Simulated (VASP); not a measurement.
# MgCd3Se2 (P-3m1) in VASP: a series of runs, part 2 of 2

VASP 6.6.1. The steps go on from the part before.

## 3. Single point, PBE

This run uses another cell than the first one, of 26.34 Å³/atom, 1.102 times its volume.

Contents of INCAR:

```
SYSTEM = MgCd3Se2
  ALGO = Normal
  EDIFF = 1E-7
  ENCUT = 520
  GGA = PE
  ISIF = 2
  ISMEAR = 0
  LASPH = .True.
  LCHARG = .False.
  LREAL = .False.
  LWAVE = .False.
  NBANDS = 34
  NELM = 100
  PREC = Accurate
  SIGMA = 0.1
```

Contents of KPOINTS:

```
k-points
0
Gamma
  6 6 2
  0 0 0
```

Contents of POSCAR:

```
MgCd3Se2
1.0
    4.8636948900      0.0000000000      0.0000000000
   -2.4318474500      4.2120833300      0.0000000000
    0.0000000000      0.0000000000      7.7143080700
Mg Cd Se
1 3 2
Direct
    0.0000000000      0.0000000000      0.0000000000
    0.3333333300      0.6666666700      0.6510112900
    0.6666666700      0.3333333300      0.3489887100
    0.0000000000      0.0000000000      0.5000000000
    0.3333333300      0.6666666700      0.2492527400
    0.6666666700      0.3333333300      0.7507472600
```

Potentials or basis: VASP PAW PBE potentials, release 64 (Mg, Cd, Se).

Command:

```console
$ cat potpaw_PBE.64/Mg/POTCAR potpaw_PBE.64/Cd/POTCAR potpaw_PBE.64/Se/POTCAR > POTCAR
$ mpirun -np 1 vasp_std > vasp.out
```

OUTCAR:

```text
SYSTEM = MgCd3Se2
   EDIFF = 1E-7
   ENCUT = 520
   GGA = PE
   ISIF = 2
   ISMEAR = 0
   LASPH = .True.
   LREAL = .False.
   NELM = 100
   PREC = Accurate

 ion  position               nearest neighbor table
   1  0.000  0.000  0.000-
   2  0.333  0.667  0.651-   6 2.91   6 2.91   6 2.91   4 3.04   4 3.04   4 3.04   5 3.10   3 3.65
                             3 3.65   3 3.65
   3  0.667  0.333  0.349-   5 2.91   5 2.91   5 2.91   4 3.04   4 3.04   4 3.04   6 3.10   2 3.65
                             2 3.65   2 3.65
   4  0.000  0.000  0.500-   2 3.04   3 3.04   3 3.04   2 3.04   3 3.04   2 3.04
   5  0.333  0.667  0.249-   3 2.91   3 2.91   3 2.91   2 3.10
   6  0.667  0.333  0.751-   2 2.91   2 2.91   2 2.91   3 3.10

  LATTYP: Found a hexagonal cell.
 ALAT       =     4.8636948900
 C/A-ratio  =     1.5861003300

  Lattice vectors:

 A1 = (   4.8636948900,   0.0000000000,   0.0000000000)
 A2 = (  -2.4318474500,   4.2120833300,   0.0000000000)
 A3 = (   0.0000000000,   0.0000000000,   7.7143080700)

[... 170 lines left out ...]

 E-fermi :   2.5337     XC(G=0):  -9.3318

 val. band max:        2.5281859715   @ k =   0.3333  -0.0000   0.0000
 cond. band min:       2.6198365274   @ k =   0.3333   0.3333   0.5000
 fundamental gap:      0.0916505559
 Fermi energy:         2.5336812592

 k-point     1 :       0.0000    0.0000    0.0000
  band No.  band energies     occupation
      1     -10.9089      2.00000
      2     -10.6469      2.00000
      3      -6.8388      2.00000
      4      -6.8388      2.00000
      5      -6.8269      2.00000
      6      -6.8269      2.00000
[... 507 lines left out ...]
     33       6.8067      0.00000
     34       7.9852      0.00000

------------------------ aborting loop because EDIFF is reached ----------------------------------------

  FORCE on cell =-STRESS in cart. coord.  units (eV):
  Direction    XX          YY          ZZ          XY          YZ          ZX
  --------------------------------------------------------------------------------------
  -------------------------------------------------------------------------------------
  Total       -0.5969147     -0.5969147     -0.6511525      0.0000000     -0.0000000     -0.0000000
  in kB       -6.0514938     -6.0514938     -6.6013547      0.0000000     -0.0000000     -0.0000000
  external PRESSURE =      -6.2347808 kB  Pullay stress =       0.0000000 kB

 VOLUME and BASIS-vectors are now :
 -----------------------------------------------------------------------------
  energy-cutoff  :      520.00
  volume of cell :      158.04
      direct lattice vectors                 reciprocal lattice vectors
     4.863694890  0.000000000  0.000000000     0.205605002  0.118706104  0.000000000
    -2.431847450  4.212083330  0.000000000     0.000000000  0.237412207  0.000000000
     0.000000000  0.000000000  7.714308070     0.000000000  0.000000000  0.129629254

 POSITION                                       TOTAL-FORCE (eV/Angst)
 -----------------------------------------------------------------------------------
      0.00000      0.00000      0.00000         0.000000      0.000000      0.000000
     -0.00000      2.80806      5.02210        -0.000000      0.000000      0.379005
      2.43185      1.40403      2.69221         0.000000     -0.000000     -0.379005
      0.00000      0.00000      3.85715         0.000000      0.000000      0.000000
     -0.00000      2.80806      1.92281         0.000000     -0.000000     -0.633557
      2.43185      1.40403      5.79150         0.000000      0.000000      0.633557
 -----------------------------------------------------------------------------------
    total drift:                                0.000000     -0.000000      0.000000

  FREE ENERGIE OF THE ION-ELECTRON SYSTEM (eV)
  ---------------------------------------------------
  free  energy   TOTEN  =       -11.0605653113 eV

  energy  without entropy=      -11.0428611784  energy(sigma->0) =      -11.05171324
```

OSZICAR:

```text
N       E                     dE             d eps       ncg     rms          rms(c)
DAV:   1     0.333389860506E+03    0.33339E+03   -0.23415E+04   960   0.132E+03
DAV:   2     0.647199600994E+01   -0.32692E+03   -0.31348E+03  1072   0.328E+02
DAV:   3    -0.118519981887E+02   -0.18324E+02   -0.18118E+02  1108   0.759E+01
DAV:   4    -0.120504702060E+02   -0.19847E+00   -0.19753E+00  1036   0.672E+00
DAV:   5    -0.120515871643E+02   -0.11170E-02   -0.11169E-02  1054   0.505E-01    0.768E+00
DAV:   6    -0.110765813453E+02    0.97501E+00   -0.18754E+00  1030   0.990E+00    0.604E+00
DAV:   7    -0.110708783344E+02    0.57030E-02   -0.40872E-01   988   0.279E+00    0.294E+00
DAV:   8    -0.110626692513E+02    0.82091E-02   -0.38963E-02  1010   0.132E+00    0.383E-01
DAV:   9    -0.110604296261E+02    0.22396E-02   -0.10651E-02  1042   0.716E-01    0.117E-01
DAV:  10    -0.110605331398E+02   -0.10351E-03   -0.87086E-04  1010   0.219E-01    0.616E-02
DAV:  11    -0.110605653543E+02   -0.32214E-04   -0.87376E-05  1042   0.472E-02    0.758E-03
DAV:  12    -0.110605655563E+02   -0.20206E-06   -0.10517E-06  1072   0.672E-03    0.487E-03
DAV:  13    -0.110605654101E+02    0.14617E-06   -0.85694E-07   942   0.373E-03    0.167E-03
DAV:  14    -0.110605653113E+02    0.98878E-07   -0.12088E-07   682   0.220E-03
   1 F= -.11060565E+02 E0= -.11051713E+02  d E =-.177041E-01
```

It took 67 s on 1 thread of AMD EPYC 7R43 (Zen 3), shared host; peak memory 0.25 GiB.

Results:

| Quantity | Value |
| --- | --- |
| Free energy | -11.0606 eV |
| Pressure | -0.6 GPa |
| Largest force | 0.634 eV/Å |
| Band gap on the k mesh | zero (band 25 reaches 3.42 eV, above the bottom of band 26 at 2.21 eV) |

Forces in eV/Å, atoms in the order of the input:
```
Mg   0.000  0.000  0.000
Cd   0.000  0.000  0.379
Cd   0.000  0.000 -0.379
Cd   0.000  0.000  0.000
Se   0.000  0.000 -0.634
Se   0.000  0.000  0.634
```

Levels at points of the mesh, in eV from the Fermi level:
| k point | band 23 | band 24 | band 25 | band 26 | band 27 | band 28 |
| --- | --- | --- | --- | --- | --- | --- |
| (0.00, 0.00, 0.00) | -2.30 | -2.14 | -1.98 | 1.59 | 1.59 | 1.60 |
| (0.50, 0.00, 0.00) | -2.64 | -1.46 | -0.63 | -0.32 | 1.86 | 2.15 |
| (0.00, 0.00, 0.50) | -2.38 | -1.91 | -1.41 | 0.99 | 1.56 | 1.68 |
| (0.50, 0.00, 0.50) | -2.55 | -1.79 | -1.23 | 0.59 | 1.62 | 1.95 |

Caveat: the k points lie up to 0.41 Å⁻¹ apart.
